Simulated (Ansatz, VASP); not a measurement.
**Si2Mo: VASP beside Ansatz**

```
CELL_PARAMETERS angstrom
4.58402 0.00000 0.00000
-2.29201 3.96988 0.00000
0.00000 0.00000 6.57707
ATOMIC_POSITIONS crystal
Si 0.16386 0.83614 0.83333
Si 0.32773 0.16386 0.16667
Si 0.83614 0.67227 0.50000
Si 0.83614 0.16386 0.83333
Si 0.67227 0.83614 0.16667
Si 0.16386 0.32773 0.50000
Mo 0.50000 0.00000 0.50000
Mo 0.00000 0.50000 0.16667
Mo 0.50000 0.50000 0.83333
```

Alike in both runs: task single point; functional r2SCAN; k mesh 6 × 6 × 4; occupations fermi-dirac, width 0.02 eV; no spin polarisation.

|  | VASP | Ansatz |
| --- | --- | --- |
| version | VASP 6.6.1 | Ansatz 0.2.0 |
| potentials or method | VASP PAW PBE potentials, release 64 (Si, Mo_sv) | plane waves, PAW |
| plane-wave cutoff (eV) | 520 | 500 |
| valence electrons in the cell | 66 | 66 |

```csv
,VASP,Ansatz,Ansatz less VASP
pressure (GPa),0.4,0.0,-0.40
rms of the force components (eV/Å),0.004,0.001,-0.0034
```

VASP's potentials were made for PBE, not for r2SCAN. Atom by atom the forces differ by 0.003 eV/Å (rms over components).
